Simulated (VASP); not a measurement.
Here is a VASP 6.6.1 calculation.

File POSCAR:

```
TlBr
1.0
    3.9461933165      0.0000000000      0.0000000000
    0.0000000000      3.9461933165      0.0000000000
    0.0000000000      0.0000000000      3.9461933165
Tl Br
1 1
Direct
    0.0000000000      0.0000000000      0.0000000000
    0.5000000000      0.5000000000      0.5000000000
```

The input INCAR.step1:

```
PREC     = Accurate       # precision mode
ENCUT    = 550            # plane-wave cutoff, eV
ISMEAR   = 0              # smearing method
SIGMA    = 0.01           # smearing width, eV
LREAL    = False          # projectors in reciprocal space
LASPH    = True           # aspherical terms in the spheres
NELM     = 120            # most SCF steps
NBANDS   = 17             # bands
GGA      = PE             # functional
ALGO     = Normal         # electronic algorithm
EDIFF    = 1E-5           # SCF threshold, eV
LWAVE    = True           # write WAVECAR
LCHARG   = False          # write CHGCAR
GGA_COMPAT= False
```

The input INCAR.step2:

```
PREC     = Accurate       # precision mode
ENCUT    = 550            # plane-wave cutoff, eV
EDIFF    = 1E-6           # SCF threshold, eV
ISMEAR   = 0              # smearing method
SIGMA    = 0.01           # smearing width, eV
LREAL    = False          # projectors in reciprocal space
LASPH    = True           # aspherical terms in the spheres
NELM     = 120            # most SCF steps
ALGO     = Normal         # electronic algorithm
ISIF     = 2              # what is computed and relaxed
LWAVE    = False          # write WAVECAR
LCHARG   = False          # write CHGCAR
METAGGA  = R2SCAN         # meta-GGA
LMIXTAU  = True         
IVDW     = 13             # dispersion correction
VDW_S6   = 1.0          
VDW_S8   = 0.6018749    
VDW_A1   = 0.51559235   
VDW_A2   = 5.77342911   
NBANDS   = 17             # bands
ISTART   = 1            
GGA_COMPAT= False
```

The input KPOINTS:

```
regular mesh
0
Gamma
  4 4 4
```

Potentials or basis: VASP PAW PBE potentials, release 64 (Tl_d, Br).

The run is started by

```console
$ cat potpaw_PBE.64/Tl_d/POTCAR potpaw_PBE.64/Br/POTCAR > POTCAR
$ cp INCAR.step1 INCAR
$ mpirun -np 1 vasp_std > vasp.out
$ cp INCAR.step2 INCAR
$ mpirun -np 1 vasp_std > vasp.out
```

Q: What does it give for the pressure?

A: 2.0 GPa.

Q: Predict the band gap on the k mesh.

A: 2.23 eV.

Q: Estimate the dispersion energy per atom.

A: -0.107 eV.

Caveat: the PAW data sets were made with another functional, which shifts forces and pressure a little; spin-orbit coupling is left out, which moves the levels of the heavy elements. A k mesh can miss the band edges.
